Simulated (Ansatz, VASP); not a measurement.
# Two plane-wave programs on Mg

File POSCAR:

```
Mg
1.0
    0.0000000000      3.3375463175      3.3375463175
    3.3375463175      0.0000000000      3.3375463175
    3.3375463175      3.3375463175      0.0000000000
Mg
2
Direct
    0.1250000000      0.1250000000      0.1250000000
    0.8750000000      0.8750000000      0.8750000000
```

INCAR.step1

```
SYSTEM = Mg
  PREC = Accurate
  ENCUT = 520
  ISMEAR = -1
  SIGMA = 0.1
  LREAL = .FALSE.
  LASPH = .TRUE.
  NELM = 60
  NBANDS = 9
  GGA = PE
  ALGO = Normal
  EDIFF = 1E-4
  LWAVE = .TRUE.
  LCHARG = .FALSE.
```

INCAR.step2

```
SYSTEM = Mg
  PREC = Accurate
  ENCUT = 520
  EDIFF = 1E-7
  ISMEAR = -1
  SIGMA = 0.1
  LREAL = .FALSE.
  LASPH = .TRUE.
  NELM = 60
  ALGO = Normal
  ISIF = 2
  LWAVE = .FALSE.
  LCHARG = .FALSE.
  METAGGA = R2SCAN
  LMIXTAU = .TRUE.
  NBANDS = 9
  ISTART = 1
```

Contents of KPOINTS:

```
regular mesh
0
G
  9 9 9
  0 0 0
```

Input for Ansatz:

```yaml
crystal:
  lattice:
    - [0.0, 3.3375463175, 3.3375463175]
    - [3.3375463175, 0.0, 3.3375463175]
    - [3.3375463175, 3.3375463175, 0.0]
  atoms:
    - { symbol: Mg, position: [0.125, 0.125, 0.125] }
    - { symbol: Mg, position: [0.875, 0.875, 0.875] }
hamiltonian:
  xc: r2scan
  pseudopotentials:
    kind: paw
    azcp:
      Mg: "pseudopotentials/Mg.paw.azcp"
basis:
  ecutwfc: 500
  fft_grid_basis: typed
kpoints:
  mp_grid: { grid: [9, 9, 9], shift: [0, 0, 0] }
magnetization:
  spin_polarized: false
scf:
  occupations: { method: fermi_dirac, width: 0.1 }
  lower_state_search: "off"
output:
  stress: true
```

Alike in both runs: task single point; functional r2SCAN; k mesh 9 × 9 × 9; occupations fermi-dirac, width 0.1 eV; no spin polarisation.

```csv
,VASP,Ansatz
version,VASP 6.6.1,Ansatz 0.2.0
potentials or method,"VASP PAW PBE potentials, release 64 (Mg), cutoff 520 eV","plane waves (500 eV) with PAW, scalar-relativistic"
valence electrons in the cell,4,20
```

|  | VASP | Ansatz | Ansatz less VASP |
| --- | --- | --- | --- |
| pressure (GPa) | 1.0 | 1.1 | +0.07 |

VASP's potentials were made for PBE, not for r2SCAN. With one functional, cell and mesh, what is left measures potentials, basis and numerics. VASP's potentials hold 4 valence electrons a cell and Ansatz's 20, so a difference there can come from the potentials and not from the codes.
